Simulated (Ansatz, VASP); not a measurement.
SnO: VASP beside Ansatz

The input INCAR:

```
SYSTEM = SnO
ALGO = Normal ; DIPOL = 0.5 0.5 0.408
EDIFF = 1E-6 ; ENCUT = 520
GGA = PE ; IDIPOL = 3
ISIF = 2 ; ISMEAR = 0
IVDW = 12 ; LASPH = .True.
LCHARG = .True. ; LDIPOL = .True.
LELF = .True. ; LREAL = .False.
LVACPOTAV = .True. ; LVHAR = .True.
LWAVE = .False. ; NBANDS = 50
NELM = 60 ; PREC = Accurate
SIGMA = 0.05
```

File KPOINTS:

```
k-points
0
Gamma
  7 7 1
  0 0 0
```

The input POSCAR:

```
SnO
1.0
    3.8201636883      0.0000000000      0.0000000000
    0.0000000000      3.8201636883      0.0000000000
    0.0000000000      0.0000000000     22.2260802162
Sn O
4 4
Direct
    0.7500000000      0.2500000000      0.2024648501
    0.2500000000      0.7500000000      0.3087831971
    0.6250000000      1.2500000000      0.5067488283
    1.1250000000      0.7500000000      0.6130671753
    0.2500000000      0.2500000000      0.2556240236
    0.7500000000      0.7500000000      0.2556240236
    1.1250000000      1.2500000000      0.5599080018
    0.6250000000      0.7500000000      0.5599080018
```

Input for Ansatz:

```yaml
crystal:
  lattice:
    - [3.8201636883, 0.0, 0.0]
    - [0.0, 3.8201636883, 0.0]
    - [0.0, 0.0, 22.2260802162]
  atoms:
    - { symbol: Sn, position: [0.75, 0.25, 0.2024648501] }
    - { symbol: O, position: [0.25, 0.25, 0.2556240236] }
    - { symbol: O, position: [0.75, 0.75, 0.2556240236] }
    - { symbol: Sn, position: [0.25, 0.75, 0.3087831971] }
    - { symbol: Sn, position: [0.625, 1.25, 0.5067488283] }
    - { symbol: O, position: [1.125, 1.25, 0.5599080018] }
    - { symbol: O, position: [0.625, 0.75, 0.5599080018] }
    - { symbol: Sn, position: [1.125, 0.75, 0.6130671753] }
basis:
  ecutwfc: 420
kpoints:
  mp_grid: { grid: [7, 7, 1] }
hamiltonian:
  xc: pbe
  pseudopotentials: { kind: paw, azcp: { folder: soft_1 } }
  dispersion: d3bj
scf:
  occupations: { method: gaussian, width: 0.05 }
output:
  forces: true
  eigenvalues: true
efield:
  axis: 3
  dipole_correction: true
  ramp_width: 0.04
```

Alike in both runs: task single point; functional PBE; dispersion D3(BJ); k mesh 7 × 7 × 1; occupations gaussian, width 0.05 eV; no spin polarisation.

```csv
,VASP,Ansatz
version,VASP 6.6.1,Ansatz 0.2.0
potentials or method,"VASP PAW PBE potentials, release 64 (Sn_d, O), cutoff 520 eV","scalar-relativistic, plane waves, PAW"
valence electrons in the cell,80,80
```

|  | VASP | Ansatz | Ansatz less VASP |
| --- | --- | --- | --- |
| gap on the k mesh at the Fermi level (eV) | 2.61 | 2.65 | +0.045 |
| least direct gap on the mesh (eV) | 2.62 | 2.67 | +0.043 |
| rms of the force components (eV/Å) | 0.056 | 0.023 | -0.0327 |
